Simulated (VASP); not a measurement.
# Sc (P6_3/mmc) in VASP: further runs

Sc is run at these levels: LDA; tasks: electric field gradients.

All numbers are computed with VASP 6.6.1; they aren't measurements. Logs are shortened: lines on timing, memory, paths and dates and some standing lists are left out, and cuts for length are marked.

### Step 1. The cell of the first run

It takes space group P6_3/mmc (No. 194, hexagonal). The conventional cell has a = 3.309 Å, b = 3.309 Å, c = 5.321 Å, α = 90.00°, β = 90.00°, γ = 120.00°. Within 4.3 Å of Sc (site symmetry -6m2) lie 12 Sc at 3.28 to 3.31 Å.

### Step 2. Electric field gradients, LDA (zz strain of +1 %)

The input, INCAR:

```
PREC = Accurate
ENCUT = 520
EDIFF = 1E-8
ISMEAR = -1
SIGMA = 0.03
LREAL = F
LASPH = T
NELM = 100
ALGO = Normal
ISIF = 2
LWAVE = F
LCHARG = F
GGA = CA
LEFG = T
NBANDS = 18
```

The input, KPOINTS:

```
regular mesh
0
Gamma
  13 13 7
```

The input, POSCAR:

```
Sc
1.0
    3.3087978973      0.0000000000      0.0000000000
   -1.6543989486      2.8655030350      0.0000000000
    0.0000000000      0.0000000000      5.3206800000
Sc
2
Direct
    0.3333333333      0.6666666667      0.2500000000
    0.6666666667      0.3333333333      0.7500000000
```

Potentials or basis: VASP PAW LDA potentials, release 64 (Sc_sv).

The run is started by

```sh
$ cat potpaw_LDA.64/Sc_sv/POTCAR > POTCAR
$ mpirun -np 1 vasp_std > vasp.out
```

OUTCAR:

```text
PREC = Accurate
   ENCUT = 520
   EDIFF = 1E-8
   ISMEAR = -1
   LREAL = F
   LASPH = T
   NELM = 100
   ISIF = 2
   GGA = CA

 ion  position               nearest neighbor table
   1  0.333  0.667  0.250-   2 3.28   2 3.28   2 3.28   2 3.28   2 3.28   2 3.28
   2  0.667  0.333  0.750-   1 3.28   1 3.28   1 3.28   1 3.28   1 3.28   1 3.28

  LATTYP: Found a hexagonal cell.
 ALAT       =     3.3087978973
 C/A-ratio  =     1.6080401902

  Lattice vectors:

 A1 = (   3.3087978973,   0.0000000000,   0.0000000000)
 A2 = (  -1.6543989486,   2.8655030350,   0.0000000000)
 A3 = (   0.0000000000,   0.0000000000,   5.3206800000)

Analysis of symmetry for initial positions (statically):
=====================================================================
 Subroutine PRICEL returns:
 Original cell was already a primitive cell.

 Routine SETGRP: Setting up the symmetry group for a
 hexagonal supercell.

 Subroutine GETGRP returns: Found 24 space group operations
 (whereof 12 operations were pure point group operations)
 out of a pool of 24 trial point group operations.

The static configuration has the point symmetry D_3d.
 The point group associated with its full space group is D_6h.

Analysis of symmetry for dynamics (positions and initial velocities):
=====================================================================
 Subroutine PRICEL returns:
 Original cell was already a primitive cell.

 Routine SETGRP: Setting up the symmetry group for a
 hexagonal supercell.

 Subroutine GETGRP returns: Found 24 space group operations
 (whereof 12 operations were pure point group operations)
 out of a pool of 24 trial point group operations.

The dynamic configuration has the point symmetry D_3d.
 The point group associated with its full space group is D_6h.

 Subroutine INISYM returns: Found 24 space group operations
 (whereof 12 operations are pure point group operations),
 and found     1 'primitive' translations

----------------------------------------------------------------------------------------

                                     Primitive cell

  volume of cell :      50.4473

  direct lattice vectors                    reciprocal lattice vectors
     3.308797897  0.000000000  0.000000000     0.302224563  0.174489433  0.000000000
    -1.654398949  2.865503035  0.000000000     0.000000000  0.348978866  0.000000000
     0.000000000  0.000000000  5.320680000     0.000000000  0.000000000  0.187945902

  length of vectors
     3.308797897  3.308797897  5.320680000     0.348978866  0.348978866  0.187945902

  position of ions in fractional coordinates (direct lattice)
     0.333333333  0.666666667  0.250000000
     0.666666667  0.333333333  0.750000000

  ion indices of the primitive-cell ions
   primitive index   ion index
                 1           1
                 2           2

----------------------------------------------------------------------------------------

 KPOINTS: regular mesh

Automatic generation of k-mesh.
 Grid dimensions read from file:
 generate k-points for:   13   13    7

 Generating k-lattice:

  Cartesian coordinates                     Fractional coordinates (reciprocal lattice)
     0.023248043  0.013422264  0.000000000     0.076923077  0.000000000  0.000000000
     0.000000000  0.026844528  0.000000000     0.000000000  0.076923077  0.000000000
     0.000000000  0.000000000  0.026849415     0.000000000  0.000000000  0.142857143

  Length of vectors
     0.026844528  0.026844528  0.026849415

  Shift w.r.t. Gamma in fractional coordinates (k-lattice)
     0.000000000  0.000000000  0.000000000

 Subroutine IBZKPT returns following result:
 ===========================================

 Found     84 irreducible k-points:

 Following reciprocal coordinates:
            Coordinates               Weight
  0.000000  0.000000  0.000000      1.000000
  0.076923  0.000000  0.000000      6.000000
  0.153846  0.000000  0.000000      6.000000
  0.230769  0.000000  0.000000      6.000000
  0.307692  0.000000  0.000000      6.000000
  0.384615  0.000000  0.000000      6.000000
[... 16 lines left out ...]
  0.076923  0.000000  0.142857     12.000000
  0.153846  0.000000  0.142857     12.000000
 [... further k-points ...]
   k-points           NKPTS =     84   k-points in BZ     NKDIM =     84   number of bands    NBANDS=     18
   number of dos      NEDOS =    301   number of ions     NIONS =      2
   total plane-waves  NPLWV =  31360
   dimension x,y,z NGX =    28 NGY =   28 NGZ =   40
   dimension x,y,z NGXF=    56 NGYF=   56 NGZF=   80
   ions per type =               2
   NGX,Y,Z   is equivalent  to a cutoff of  14.07, 14.07, 12.50 a.u.
   NGXF,Y,Z  is equivalent  to a cutoff of  28.14, 28.14, 25.00 a.u.
 SYSTEM =  unknown system
   PREC   = accura    normal or accurate (medium, high low for compatibility)
   ISTART =      0    job   : 0-new  1-cont  2-samecut
   ICHARG =      2    charge: 1-file 2-atom 10-const
   ISPIN  =      1    spin polarized calculation?
   LNONCOLLINEAR =      F non collinear calculations
   LSORBIT =      F    spin-orbit coupling
   LASPH  =      T    aspherical Exc in radial PAW
   ENCUT  =  520.0 eV  38.22 Ry    6.18 a.u.   6.15  6.15  9.89*2*pi/ulx,y,z
   NELM   =    100;   NELMIN=  2; NELMDL= -5     # of ELM steps
   EDIFF  = 0.1E-07   stopping-criterion for ELM
   LREAL  =      F    real-space projection
   EDIFFG = 0.1E-06   stopping-criterion for IOM
   NSW    =      0    number of steps for IOM
   IBRION =     -1    ionic relax: 0-MD 1-quasi-New 2-CG
   NFREE  =      0    steps in history (QN), initial steepest desc. (CG)
   ISIF   =      2    stress and relaxation
   ISYM   =      2    0-nonsym 1-usesym 2-fastsym
   POTIM  = 0.5000    time-step for ionic-motion
   TEBEG  =    0.0;   TEEND  =   0.0 temperature during run
   PSTRESS=    0.0 pullay stress
   NELECT =      22.0000    total number of electrons
   NUPDOWN=      -1.0000    fix difference up-down
   EMIN   =  10.00;   EMAX   =-10.00  energy-range for DOS
   EFERMI =   0.00;   METHOD = LEGACY
   ISMEAR =    -1;   SIGMA  =   0.03  broadening in eV -4-tet -1-fermi 0-gaus
   EFERMI_NEDOS =   21; number of points for ismear=-14 and -15
   IALGO  =     38    algorithm
   IMIX   =      4    mixing-type and parameters
     AMIX     =   0.40;   BMIX     =  1.00
     AMIX_MAG =   1.60;   BMIX_MAG =  1.00
  volume/ion in A,a.u.               =      25.22       170.22
  Fermi-wavevector in a.u.,A,eV,Ry     =   1.241470  2.346039 20.969956  1.541248
  Thomas-Fermi vector in A             =   2.375867
   LORBIT       =      0    0 simple, 1 ext, 2 COOP (PROOUT), +10 PAW based schemes
   GGA     = CA    functional components
   LHFCALC =     F    Hartree Fock is set to
   AEXX    =    0.0000 exact exchange contribution
   IVDW    =     0    specifies the selected vdW correction
   LEPSILON=     F    determine dielectric tensor
   LRPA    =     F    only Hartree local field effects (RPA)
 non-spin polarized calculation
  energy-cutoff  :      520.00
  volume of cell :       50.45
 maximum number of plane-waves:      1387
 NGX is ok and might be reduce to    28
   NGX = 13   NGY = 13   NGZ = 19

 number of electron      22.0000004 magnetization

 Free energy of the ion-electron system (eV)
  ---------------------------------------------------
  ext. energy  EPLUGINS =         0.00000000
  ---------------------------------------------------
  free energy    TOTEN  =       -13.34183677 eV

  energy without entropy =      -13.32764434  energy(sigma->0) =      -13.33474055

 E-fermi :   3.3384     XC(G=0): -10.0492

 val. band max:        3.3384037125   @ k =   0.4615   0.0769   0.4286
 cond. band min:       3.3395156773   @ k =   0.3846   0.0000   0.1429
 fundamental gap:      0.0011119648
 Fermi energy:         3.3384206439

 k-point     1 :       0.0000    0.0000    0.0000
  band No.  band energies     occupation
      1     -45.5469      2.00000
      2     -45.4865      2.00000
      3     -24.6878      2.00000
      4     -24.3677      2.00000
      5     -24.3677      2.00000
      6     -24.3134      2.00000
[... 10 lines left out ...]
     17       5.6403      0.00000
     18       5.6403      0.00000
[... 463 lines left out ...]
 k-point    24 :       0.1538    0.0000    0.1429
  band No.  band energies     occupation
      1     -45.5336      2.00000
      2     -45.4846      2.00000
      3     -24.6449      2.00000
      4     -24.4222      2.00000
      5     -24.3854      2.00000
      6     -24.3834      2.00000
[... 10 lines left out ...]
     17       5.6645      0.00000
     18       5.6746      0.00000

 [... further k-points ...]

------------------------ aborting loop because EDIFF is reached ----------------------------------------

  FORCE on cell =-STRESS in cart. coord.  units (eV):
  Direction    XX          YY          ZZ          XY          YZ          ZX
  --------------------------------------------------------------------------------------
  -------------------------------------------------------------------------------------
  Total       -1.5216423     -1.5216423     -2.2958633     -0.0000000      0.0000000      0.0000000
  in kB      -48.3264509    -48.3264509    -72.9152480     -0.0000000      0.0000000      0.0000000
  external PRESSURE =     -56.5227166 kB  Pullay stress =       0.0000000 kB

 VOLUME and BASIS-vectors are now :
 -----------------------------------------------------------------------------
  energy-cutoff  :      520.00
  volume of cell :       50.45
      direct lattice vectors                 reciprocal lattice vectors
     3.308797897  0.000000000  0.000000000     0.302224563  0.174489433  0.000000000
    -1.654398949  2.865503035  0.000000000     0.000000000  0.348978866  0.000000000
     0.000000000  0.000000000  5.320680000     0.000000000  0.000000000  0.187945902

 POSITION                                       TOTAL-FORCE (eV/Angst)
 -----------------------------------------------------------------------------------
     -0.00000      1.91034      1.33017         0.000000     -0.000000      0.000000
      1.65440      0.95517      3.99051        -0.000000      0.000000      0.000000
 -----------------------------------------------------------------------------------
    total drift:                                0.000000     -0.000000      0.000000

  FREE ENERGIE OF THE ION-ELECTRON SYSTEM (eV)
  ---------------------------------------------------
  free  energy   TOTEN  =       -13.3418367668 eV

  energy  without entropy=      -13.3276443380  energy(sigma->0) =      -13.33474055

 Electric field gradients (V/A^2)
---------------------------------------------------------------------
 ion       V_xx      V_yy      V_zz      V_xy      V_xz      V_yz
---------------------------------------------------------------------
   1      -4.043    -4.043     8.086     0.000    -0.000     0.000
   2      -4.043    -4.043     8.086     0.000     0.000    -0.000
---------------------------------------------------------------------

 Electric field gradients after diagonalization (V/A^2)
 (convention: |V_zz| > |V_xx| > |V_yy|)
----------------------------------------------------------------------
 ion       V_xx      V_yy      V_zz     asymmetry (V_yy - V_xx)/ V_zz
----------------------------------------------------------------------
   1      -4.043    -4.042     8.086       0.000
   2      -4.043    -4.042     8.086       0.000
----------------------------------------------------------------------

           NMR quadrupolar parameters

 Cq : quadrupolar parameter    Cq=e*Q*V_zz/h
 eta: asymmetry parameters     (V_yy - V_xx)/ V_zz
 Q  : nuclear electric quadrupole moment in mb (millibarn)
----------------------------------------------------------------------
 ion       Cq(MHz)       eta       Q (mb)
----------------------------------------------------------------------
   1       0.020       0.000       1.000
   2       0.020       0.000       1.000
----------------------------------------------------------------------
```

Wall time 37 s (1 thread of Intel Xeon 6975P-C (Granite Rapids), shared host); peak memory 0.19 GiB.

What came out:

- Free energy: -13.3418 eV
- Pressure: -5.7 GPa
- Band gap on the k mesh: zero (band 11 reaches 4.00 eV, above the bottom of band 12 at 2.87 eV)

Levels at points of the mesh, in eV from the Fermi level:
```
           k point  band 7  band 8  band 9  band 10  band 11  band 12  band 13  band 14  band 15  band 16
(0.00, 0.00, 0.00)  -27.65  -27.64   -5.05    -1.69     0.43     1.52     1.52     1.58     1.91     1.91
```

Electric field gradients, principal values (V/Å²):
```
atom   least  middle  greatest (by size)
1 Sc  -4.042  -4.043               8.086
2 Sc  -4.042  -4.043               8.086
```

Caveat: the cell differs from its parent crystal (zz strain of +1 %); without QUAD_EFG the Cq values of the log hold for a quadrupole moment of 1 mb, not for the nuclei.

### Step 3. Electric field gradients, LDA (zz strain of +1 %)

The input, INCAR:

```
  PREC = Accurate
  ENCUT = 520
  EDIFF = 1E-8
  ISMEAR = -1
  SIGMA = 0.03
  LREAL = False
  LASPH = True
  NELM = 80
  ALGO = Normal
  ISIF = 2
  LWAVE = False
  LCHARG = False
  LEFG = True
  NBANDS = 18
```

The input, KPOINTS:

```
Automatic mesh
0
Gamma
  13 13 7
```

POSCAR is that of step 2.

Potentials or basis: VASP PAW LDA potentials, release 64 (Sc_sv).

The run is started by

```sh
$ cat potpaw_LDA.64/Sc_sv/POTCAR > POTCAR
$ mpirun -np 1 vasp_std > vasp.out
```

OUTCAR:

```text
PREC = Accurate
   ENCUT = 520
   EDIFF = 1E-8
   ISMEAR = -1
   LREAL = False
   LASPH = True
   NELM = 80
   ISIF = 2

 ion  position               nearest neighbor table
   1  0.333  0.667  0.250-   2 3.28   2 3.28   2 3.28   2 3.28   2 3.28   2 3.28
   2  0.667  0.333  0.750-   1 3.28   1 3.28   1 3.28   1 3.28   1 3.28   1 3.28

  LATTYP: Found a hexagonal cell.
 ALAT       =     3.3087978973
 C/A-ratio  =     1.6080401902

  Lattice vectors:

 A1 = (   3.3087978973,   0.0000000000,   0.0000000000)
 A2 = (  -1.6543989486,   2.8655030350,   0.0000000000)
 A3 = (   0.0000000000,   0.0000000000,   5.3206800000)

Analysis of symmetry for initial positions (statically):
=====================================================================
 Subroutine PRICEL returns:
 Original cell was already a primitive cell.

 Routine SETGRP: Setting up the symmetry group for a
 hexagonal supercell.

 Subroutine GETGRP returns: Found 24 space group operations
[... 695 lines left out ...]
     3.308797897  0.000000000  0.000000000     0.302224563  0.174489433  0.000000000
    -1.654398949  2.865503035  0.000000000     0.000000000  0.348978866  0.000000000
     0.000000000  0.000000000  5.320680000     0.000000000  0.000000000  0.187945902

 POSITION                                       TOTAL-FORCE (eV/Angst)
 -----------------------------------------------------------------------------------
     -0.00000      1.91034      1.33017         0.000000     -0.000000      0.000000
      1.65440      0.95517      3.99051        -0.000000      0.000000      0.000000
 -----------------------------------------------------------------------------------
    total drift:                                0.000000     -0.000000      0.000000

  FREE ENERGIE OF THE ION-ELECTRON SYSTEM (eV)
  ---------------------------------------------------
  free  energy   TOTEN  =       -13.3418367668 eV

  energy  without entropy=      -13.3276443380  energy(sigma->0) =      -13.33474055

 Electric field gradients (V/A^2)
---------------------------------------------------------------------
 ion       V_xx      V_yy      V_zz      V_xy      V_xz      V_yz
---------------------------------------------------------------------
   1      -4.043    -4.043     8.086     0.000    -0.000     0.000
   2      -4.043    -4.043     8.086     0.000     0.000    -0.000
---------------------------------------------------------------------

 Electric field gradients after diagonalization (V/A^2)
 (convention: |V_zz| > |V_xx| > |V_yy|)
----------------------------------------------------------------------
 ion       V_xx      V_yy      V_zz     asymmetry (V_yy - V_xx)/ V_zz
----------------------------------------------------------------------
   1      -4.043    -4.042     8.086       0.000
   2      -4.043    -4.042     8.086       0.000
----------------------------------------------------------------------

           NMR quadrupolar parameters

 Cq : quadrupolar parameter    Cq=e*Q*V_zz/h
 eta: asymmetry parameters     (V_yy - V_xx)/ V_zz
 Q  : nuclear electric quadrupole moment in mb (millibarn)
----------------------------------------------------------------------
 ion       Cq(MHz)       eta       Q (mb)
----------------------------------------------------------------------
   1       0.020       0.000       1.000
   2       0.020       0.000       1.000
----------------------------------------------------------------------
```

OSZICAR:

```text
N       E                     dE             d eps       ncg     rms          rms(c)
DAV:   1     0.364621652451E+03    0.36462E+03   -0.10730E+04  3032   0.132E+03
DAV:   2     0.663400393558E+01   -0.35799E+03   -0.35067E+03  3840   0.552E+02
DAV:   3    -0.144578894841E+02   -0.21092E+02   -0.20171E+02  5068   0.169E+02
DAV:   4    -0.148346610845E+02   -0.37677E+00   -0.37387E+00  4582   0.207E+01
DAV:   5    -0.148397452159E+02   -0.50841E-02   -0.50752E-02  5270   0.260E+00    0.744E+00
DAV:   6    -0.135206848465E+02    0.13191E+01   -0.30488E+00  4060   0.196E+01    0.213E+00
DAV:   7    -0.133573071288E+02    0.16338E+00   -0.66913E-01  4270   0.818E+00    0.820E-01
DAV:   8    -0.133433616973E+02    0.13945E-01   -0.37909E-02  3694   0.266E+00    0.259E-01
DAV:   9    -0.133418079770E+02    0.15537E-02   -0.93475E-03  4468   0.101E+00    0.230E-02
DAV:  10    -0.133418352142E+02   -0.27237E-04   -0.11966E-04  4572   0.153E-01    0.748E-03
DAV:  11    -0.133418368701E+02   -0.16559E-05   -0.67890E-06  5180   0.240E-02    0.185E-03
DAV:  12    -0.133418367788E+02    0.91227E-07   -0.54629E-07  4964   0.632E-03    0.691E-04
DAV:  13    -0.133418367667E+02    0.12142E-07   -0.13696E-08  2914   0.118E-03    0.867E-05
DAV:  14    -0.133418367668E+02   -0.12506E-09   -0.19762E-09  2290   0.956E-04
   1 F= -.13341837E+02 E0= -.13334741E+02  d E =-.141924E-01
```

Run time: 34 s. Hardware: 1 thread of Intel Xeon 6975P-C (Granite Rapids), shared host; peak memory 0.19 GiB.

Results:

- Free energy: -13.3418 eV
- Pressure: -5.7 GPa
- Band gap on the k mesh: zero (band 11 reaches 4.00 eV, above the bottom of band 12 at 2.87 eV)

Stress tensor (GPa, compression positive):
```
-4.83  0.00  0.00
 0.00 -4.83  0.00
 0.00  0.00 -7.29
```

Electric field gradients, principal values (V/Å²):
```tsv
atom	least	middle	greatest (by size)
1 Sc	-4.042	-4.043	8.086
2 Sc	-4.042	-4.043	8.086
```

Caveat: the cell differs from its parent crystal (zz strain of +1 %); without QUAD_EFG the Cq values of the log hold for a quadrupole moment of 1 mb, not for the nuclei.
